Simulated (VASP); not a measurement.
# BN (P6_3/mmc) in VASP: notebook

Runs on BN. Level: PBE. Tasks: relaxation of the atoms.

Everything below comes from runs of VASP 6.6.1. Logs are shortened: lines on timing, memory, paths and dates and some standing lists are left out, and cuts for length are marked.

## (1) The cell of the first run

It takes space group P6_3/mmc (No. 194, hexagonal). The conventional cell has a = 2.540 Å, b = 2.540 Å, c = 6.796 Å, α = 90.00°, β = 90.00°, γ = 120.00°. B (site symmetry -6m2) has 3 N at 1.47 Å within 2.0 Å. Within 2.0 Å of N (site symmetry -6m2) lie 3 B at 1.47 Å.

## (2) Relaxation of the atoms, PBE (z stretched by +3 %)

Input file INCAR:

```
SYSTEM = BN
  PREC = Accurate
  ENCUT = 520
  EDIFF = 1E-6
  ISMEAR = -1
  SIGMA = 0.02
  LREAL = .FALSE.
  LASPH = .TRUE.
  NELM = 100
  ALGO = Normal
  ISIF = 2
  LWAVE = .FALSE.
  LCHARG = .FALSE.
  GGA = PE
  IBRION = 2
  NSW = 80
  EDIFFG = -0.02
```

Input file KPOINTS:

```
Automatic mesh
0
G
  13 13 5
  0 0 0
```

Input file POSCAR:

```
BN
1.0
    2.5400000000      0.0000000000      0.0000000000
   -1.2700000000      2.1997045256      0.0000000000
    0.0000000000      0.0000000000      6.7959400000
B N
2 2
Direct
    0.3333333333      0.6666666667      0.2500000000
    0.6666666667      0.3333333333      0.7500000000
    0.3333333333      0.6666666667      0.7500000000
    0.6666666667      0.3333333333      0.2500000000
```

Potentials or basis: VASP PAW PBE potentials, release 64 (B, N).

Launch:

```sh
> cat potpaw_PBE.64/B/POTCAR potpaw_PBE.64/N/POTCAR > POTCAR
> mpirun -np 1 vasp_std > vasp.out
```

OUTCAR:

```text
SYSTEM = BN
   PREC = Accurate
   ENCUT = 520
   EDIFF = 1E-6
   ISMEAR = -1
   LREAL = .FALSE.
   LASPH = .TRUE.
   NELM = 100
   ISIF = 2
   GGA = PE
   IBRION = 2
   NSW = 80
   EDIFFG = -0.02

 ion  position               nearest neighbor table
   1  0.333  0.667  0.250-   4 1.47   4 1.47   4 1.47
   2  0.667  0.333  0.750-   3 1.47   3 1.47   3 1.47
   3  0.333  0.667  0.750-   2 1.47   2 1.47   2 1.47
   4  0.667  0.333  0.250-   1 1.47   1 1.47   1 1.47

  LATTYP: Found a hexagonal cell.
 ALAT       =     2.5400000000
 C/A-ratio  =     2.6755669291

  Lattice vectors:

 A1 = (   2.5400000000,   0.0000000000,   0.0000000000)
 A2 = (  -1.2700000000,   2.1997045256,   0.0000000000)
 A3 = (   0.0000000000,   0.0000000000,   6.7959400000)

Analysis of symmetry for initial positions (statically):
=====================================================================
 Subroutine PRICEL returns:
 Original cell was already a primitive cell.

 Routine SETGRP: Setting up the symmetry group for a
 hexagonal supercell.

 Subroutine GETGRP returns: Found 24 space group operations
 (whereof 12 operations were pure point group operations)
 out of a pool of 24 trial point group operations.

The static configuration has the point symmetry D_3d.
 The point group associated with its full space group is D_6h.

Analysis of symmetry for dynamics (positions and initial velocities):
=====================================================================
 Subroutine PRICEL returns:
 Original cell was already a primitive cell.

 Routine SETGRP: Setting up the symmetry group for a
 hexagonal supercell.

 Subroutine GETGRP returns: Found 24 space group operations
 (whereof 12 operations were pure point group operations)
 out of a pool of 24 trial point group operations.

The dynamic configuration has the point symmetry D_3d.
 The point group associated with its full space group is D_6h.

 Subroutine INISYM returns: Found 24 space group operations
 (whereof 12 operations are pure point group operations),
 and found     1 'primitive' translations

----------------------------------------------------------------------------------------

                                     Primitive cell

  volume of cell :      37.9706

  direct lattice vectors                    reciprocal lattice vectors
     2.540000000  0.000000000  0.000000000     0.393700787  0.227303256  0.000000000
    -1.270000000  2.199704526  0.000000000     0.000000000  0.454606511  0.000000000
     0.000000000  0.000000000  6.795940000     0.000000000  0.000000000  0.147146679

  length of vectors
     2.540000000  2.540000000  6.795940000     0.454606511  0.454606511  0.147146679

  position of ions in fractional coordinates (direct lattice)
     0.333333333  0.666666667  0.250000000
     0.666666667  0.333333333  0.750000000
     0.333333333  0.666666667  0.750000000
     0.666666667  0.333333333  0.250000000

  ion indices of the primitive-cell ions
   primitive index   ion index
                 1           1
                 2           2
                 3           3
                 4           4

----------------------------------------------------------------------------------------

 KPOINTS: Automatic mesh

Automatic generation of k-mesh.
 Grid dimensions read from file:
 generate k-points for:   13   13    5

 Generating k-lattice:

  Cartesian coordinates                     Fractional coordinates (reciprocal lattice)
     0.030284676  0.017484866  0.000000000     0.076923077  0.000000000  0.000000000
     0.000000000  0.034969732  0.000000000     0.000000000  0.076923077  0.000000000
     0.000000000  0.000000000  0.029429336     0.000000000  0.000000000  0.200000000

  Length of vectors
     0.034969732  0.034969732  0.029429336

  Shift w.r.t. Gamma in fractional coordinates (k-lattice)
     0.000000000  0.000000000  0.000000000

 Subroutine IBZKPT returns following result:
 ===========================================

 Found     63 irreducible k-points:

 Following reciprocal coordinates:
            Coordinates               Weight
  0.000000  0.000000  0.000000      1.000000
  0.076923 -0.000000  0.000000      6.000000
  0.153846  0.000000  0.000000      6.000000
  0.230769 -0.000000  0.000000      6.000000
  0.307692  0.000000  0.000000      6.000000
  0.384615  0.000000  0.000000      6.000000
[... 16 lines left out ...]
  0.076923 -0.000000  0.200000     12.000000
  0.153846  0.000000  0.200000     12.000000
 [... further k-points ...]
   k-points           NKPTS =     63   k-points in BZ     NKDIM =     63   number of bands    NBANDS=     12
   number of dos      NEDOS =    301   number of ions     NIONS =      4
   total plane-waves  NPLWV =  21600
   dimension x,y,z NGX =    20 NGY =   20 NGZ =   54
   dimension x,y,z NGXF=    40 NGYF=   40 NGZF=  108
   ions per type =               2   2
   NGX,Y,Z   is equivalent  to a cutoff of  13.09, 13.09, 13.21 a.u.
   NGXF,Y,Z  is equivalent  to a cutoff of  26.18, 26.18, 26.42 a.u.
 SYSTEM =  BN
   PREC   = accura    normal or accurate (medium, high low for compatibility)
   ISTART =      0    job   : 0-new  1-cont  2-samecut
   ICHARG =      2    charge: 1-file 2-atom 10-const
   ISPIN  =      1    spin polarized calculation?
   LNONCOLLINEAR =      F non collinear calculations
   LSORBIT =      F    spin-orbit coupling
   LASPH  =      T    aspherical Exc in radial PAW
   ENCUT  =  520.0 eV  38.22 Ry    6.18 a.u.   4.72  4.72 12.64*2*pi/ulx,y,z
   NELM   =    100;   NELMIN=  2; NELMDL= -5     # of ELM steps
   EDIFF  = 0.1E-05   stopping-criterion for ELM
   LREAL  =      F    real-space projection
   EDIFFG = -.2E-01   stopping-criterion for IOM
   NSW    =     80    number of steps for IOM
   IBRION =      2    ionic relax: 0-MD 1-quasi-New 2-CG
   NFREE  =      1    steps in history (QN), initial steepest desc. (CG)
   ISIF   =      2    stress and relaxation
   ISYM   =      2    0-nonsym 1-usesym 2-fastsym
   POTIM  = 0.5000    time-step for ionic-motion
   TEBEG  =    0.0;   TEEND  =   0.0 temperature during run
   PSTRESS=    0.0 pullay stress
   NELECT =      16.0000    total number of electrons
   NUPDOWN=      -1.0000    fix difference up-down
   EMIN   =  10.00;   EMAX   =-10.00  energy-range for DOS
   EFERMI =   0.00;   METHOD = LEGACY
   ISMEAR =    -1;   SIGMA  =   0.02  broadening in eV -4-tet -1-fermi 0-gaus
   EFERMI_NEDOS =   21; number of points for ismear=-14 and -15
   IALGO  =     38    algorithm
   IMIX   =      4    mixing-type and parameters
     AMIX     =   0.40;   BMIX     =  1.00
     AMIX_MAG =   1.60;   BMIX_MAG =  1.00
  volume/ion in A,a.u.               =       9.49        64.06
  Fermi-wavevector in a.u.,A,eV,Ry     =   1.227342  2.319340 20.495389  1.506369
  Thomas-Fermi vector in A             =   2.362309
   LORBIT       =      0    0 simple, 1 ext, 2 COOP (PROOUT), +10 PAW based schemes
   GGA     = PE    functional components
   LHFCALC =     F    Hartree Fock is set to
   AEXX    =    0.0000 exact exchange contribution
   IVDW    =     0    specifies the selected vdW correction
   LEPSILON=     F    determine dielectric tensor
   LRPA    =     F    only Hartree local field effects (RPA)
 conjugate gradient relaxation of ions
 non-spin polarized calculation
  energy-cutoff  :      520.00
  volume of cell :       37.97
 maximum number of plane-waves:      1046
 NGX is ok and might be reduce to    20
   NGX =  9   NGY =  9   NGZ = 25

 number of electron      16.0000003 magnetization

 Free energy of the ion-electron system (eV)
  ---------------------------------------------------
  ext. energy  EPLUGINS =         0.00000000
  ---------------------------------------------------
  free energy    TOTEN  =       -35.14261230 eV

  energy without entropy =      -35.14261230  energy(sigma->0) =      -35.14261230

 E-fermi :   2.3984     XC(G=0):  -9.8310

 val. band max:        1.9509358918   @ k =   0.3077   0.3077   0.0000
 cond. band min:       6.2003033679   @ k =   0.4615   0.0769   0.0000
 fundamental gap:      4.2493674761
 Fermi energy:         2.3983619527

 k-point     1 :       0.0000    0.0000    0.0000
  band No.  band energies     occupation
      1     -15.6138      2.00000
      2     -15.3640      2.00000
      3      -3.9976      2.00000
      4      -2.0729      2.00000
      5       0.5334      2.00000
      6       0.5334      2.00000
      7       0.5652      2.00000
      8       0.5652      2.00000
      9       7.0294      0.00000
     10      11.8174      0.00000
     11      13.1181      0.00000
     12      13.1417      0.00000

 k-point     2 :       0.0769   -0.0000    0.0000
  band No.  band energies     occupation
      1     -15.5017      2.00000
      2     -15.2554      2.00000
      3      -3.8442      2.00000
      4      -1.9348      2.00000
      5       0.0630      2.00000
      6       0.0896      2.00000
      7       0.3194      2.00000
      8       0.3542      2.00000
      9       7.2425      0.00000
     10      11.7441      0.00000
     11      12.9230      0.00000
     12      13.1229      0.00000

 k-point     3 :       0.1538    0.0000    0.0000
  band No.  band energies     occupation
      1     -15.1708      2.00000
      2     -14.9347      2.00000
      3      -3.3888      2.00000
      4      -1.5277      2.00000
      5      -1.1521      2.00000
      6      -1.1225      2.00000
      7      -0.2163      2.00000
      8      -0.1751      2.00000
      9       7.8025      0.00000
     10      11.4394      0.00000
     11      12.5461      0.00000
     12      12.9139      0.00000
[... 286 lines left out ...]
 k-point    23 :       0.0769   -0.0000    0.2000
  band No.  band energies     occupation
      1     -15.4793      2.00000
      2     -15.2801      2.00000
      3      -3.6931      2.00000
      4      -2.1627      2.00000
      5       0.0664      2.00000
      6       0.0889      2.00000
      7       0.3228      2.00000
      8       0.3509      2.00000
      9       7.6553      0.00000
     10      11.2291      0.00000
     11      12.9809      0.00000
     12      13.1224      0.00000

 k-point    24 :       0.1538    0.0000    0.2000
  band No.  band energies     occupation
      1     -15.1493      2.00000
      2     -14.9584      2.00000
      3      -3.2422      2.00000
      4      -1.7576      2.00000
      5      -1.1457      2.00000
      6      -1.1136      2.00000
      7      -0.2124      2.00000
      8      -0.1790      2.00000
      9       8.1848      0.00000
     10      11.1317      0.00000
     11      12.5979      0.00000
     12      12.8637      0.00000

 [... further k-points ...]

------------------------ aborting loop because EDIFF is reached ----------------------------------------

  FORCE on cell =-STRESS in cart. coord.  units (eV):
  Direction    XX          YY          ZZ          XY          YZ          ZX
  --------------------------------------------------------------------------------------
  -------------------------------------------------------------------------------------
  Total       -2.5374234     -2.5374234      0.4836539      0.0000000      0.0000000      0.0000000
  in kB     -107.0670731   -107.0670731     20.4078719      0.0000000      0.0000000      0.0000000
  external PRESSURE =     -64.5754248 kB  Pullay stress =       0.0000000 kB

 VOLUME and BASIS-vectors are now :
 -----------------------------------------------------------------------------
  energy-cutoff  :      520.00
  volume of cell :       37.97
      direct lattice vectors                 reciprocal lattice vectors
     2.540000000  0.000000000  0.000000000     0.393700787  0.227303256  0.000000000
    -1.270000000  2.199704526  0.000000000     0.000000000  0.454606511  0.000000000
     0.000000000  0.000000000  6.795940000     0.000000000  0.000000000  0.147146679

 POSITION                                       TOTAL-FORCE (eV/Angst)
 -----------------------------------------------------------------------------------
     -0.00000      1.46647      1.69898         0.000000     -0.000000      0.000000
      1.27000      0.73323      5.09695        -0.000000      0.000000      0.000000
     -0.00000      1.46647      5.09695        -0.000000     -0.000000      0.000000
      1.27000      0.73323      1.69898         0.000000      0.000000      0.000000
 -----------------------------------------------------------------------------------
    total drift:                               -0.000000      0.000000      0.000000

  FREE ENERGIE OF THE ION-ELECTRON SYSTEM (eV)
  ---------------------------------------------------
  free  energy   TOTEN  =       -35.1426123039 eV

  energy  without entropy=      -35.1426123039  energy(sigma->0) =      -35.14261230

 reached required accuracy - stopping structural energy minimisation
```

Wall time 39 s (1 thread of Intel Xeon 8259CL, shared host); peak memory 0.16 GiB.

Results:

```
Free energy             : -35.1426 eV
Pressure after relaxing : -6.5 GPa
Band gap on the k mesh  : 4.25 eV (least direct gap 4.58 eV)
```

Final structure:
```
CELL_PARAMETERS angstrom
2.54000 0.00000 0.00000
-1.27000 2.19970 0.00000
0.00000 0.00000 6.79594
ATOMIC_POSITIONS crystal
B 0.33333 0.66667 0.25000
B 0.66667 0.33333 0.75000
N 0.33333 0.66667 0.75000
N 0.66667 0.33333 0.25000
```

Caveat: the cell differs from its parent crystal (z stretched by +3 %); the relaxation stopped at its first step, so nothing moved; an odd mesh through Γ misses points on the zone boundary, where band edges can lie; this functional lacks dispersion, which binds the layers, so the pressure and a relaxed spacing across them are unreliable.

## (3) Relaxation of the atoms, PBE (9.58 Å³/atom)

This run uses another cell than the first one, of 9.58 Å³/atom.

Input file INCAR:

```
SYSTEM = BN
  ALGO = Normal
  EDIFF = 1E-7
  EDIFFG = -0.02
  ENCUT = 520
  GGA = PE
  IBRION = 2
  ISIF = 2
  ISMEAR = -1
  LASPH = .True.
  LCHARG = .False.
  LREAL = .False.
  LWAVE = .False.
  NELM = 80
  NSW = 80
  PREC = Accurate
  SIGMA = 0.02
```

Input file KPOINTS:

```
k-points
0
Gamma
  13 13 5
  0 0 0
```

Input file POSCAR:

```
BN
1.0
    2.5734248857      0.0000000000      0.0000000000
   -1.2867124428      2.2286513257      0.0000000000
    0.0000000000      0.0000000000      6.6848257464
B N
2 2
Direct
    0.3333333333      0.6666666667      0.2500000000
    0.6666666667      0.3333333333      0.7500000000
    0.3333333333      0.6666666667      0.7500000000
    0.6666666667      0.3333333333      0.2500000000
```

Potentials or basis: VASP PAW PBE potentials, release 64 (B, N).

Launch:

```sh
> cat potpaw_PBE.64/B/POTCAR potpaw_PBE.64/N/POTCAR > POTCAR
> mpirun -np 1 vasp_std > vasp.out
```

It took 35 s on 1 thread of Intel Xeon 8259CL, shared host; peak memory 0.16 GiB.

The run converged. Its results:

| Quantity | Value |
| --- | --- |
| Free energy | -35.0297 eV |
| Pressure after relaxing | -14.3 GPa |
| Band gap on the k mesh | 4.15 eV (least direct gap 4.46 eV) |

Stress tensor (GPa, compression positive):
```
-22.68   0.00   0.00
  0.00 -22.68   0.00
  0.00   0.00   2.39
```

Final structure:
```cif
data_structure
_symmetry_space_group_name_H-M 'P 1'
_symmetry_Int_Tables_number 1
_cell_length_a 2.5734
_cell_length_b 2.5734
_cell_length_c 6.6848
_cell_angle_alpha 90.000
_cell_angle_beta 90.000
_cell_angle_gamma 120.000
_cell_volume 38.34
loop_
_atom_site_label
_atom_site_type_symbol
_atom_site_fract_x
_atom_site_fract_y
_atom_site_fract_z
_atom_site_occupancy
B1 B 0.33333 0.66667 0.25000 1
B2 B 0.66667 0.33333 0.75000 1
N1 N 0.33333 0.66667 0.75000 1
N2 N 0.66667 0.33333 0.25000 1
```

Levels at points of the mesh, in eV from the valence-band top:
```csv
k point,band 6,band 7,band 8,band 9,band 10,band 11
"(0.00, 0.00, 0.00)",-1.46,-1.42,-1.42,5.14,9.87,10.79
```

Caveat: the relaxation stopped at its first step, so nothing moved; an odd mesh through Γ misses points on the zone boundary, where band edges can lie; this functional lacks dispersion, which binds the layers, so the pressure and a relaxed spacing across them are unreliable.
